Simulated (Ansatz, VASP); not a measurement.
**BaTiO3 in VASP and in Ansatz**

```
CELL_PARAMETERS angstrom
2.83872 1.63894 2.32984
-2.83872 1.63894 2.32984
0.00000 -3.27788 2.32984
ATOMIC_POSITIONS crystal
Ba 0.00137 0.00137 0.00137
Ti 0.51409 0.51409 0.51409
O 0.48783 0.97998 0.48783
O 0.48783 0.48783 0.97998
O 0.97998 0.48783 0.48783
```

Alike in both runs: task single point; functional PBE; k mesh 6 × 6 × 6; occupations gaussian, width 0.02 eV; no spin polarisation.

|  | VASP | Ansatz |
| --- | --- | --- |
| version | VASP 6.6.1 | Ansatz 0.2.0 |
| potentials or method | VASP PAW PBE potentials, release 64 (Ba_sv, Ti_sv, O), cutoff 520 eV | scalar-relativistic, plane waves, PAW |
| valence electrons in the cell | 40 | 40 |

|  | VASP | Ansatz | Ansatz less VASP |
| --- | --- | --- | --- |
| gap on the k mesh at the Fermi level (eV) | 2.40 | 2.45 | +0.050 |
| least direct gap on the mesh (eV) | 2.84 | 2.85 | +0.012 |
| pressure (GPa) | 4.7 | 3.0 | -1.72 |
| traceless stress, the component that is largest in VASP (GPa) | -0.06 | -0.01 | +0.046 |
| rms of the force components (eV/Å) | 0.030 | 0.000 | -0.0300 |

Atom by atom the forces differ by 0.030 eV/Å (rms over components). The functional is the same, so the differences come from potentials, cutoffs and numerics.

Neither program's run includes spin-orbit coupling.
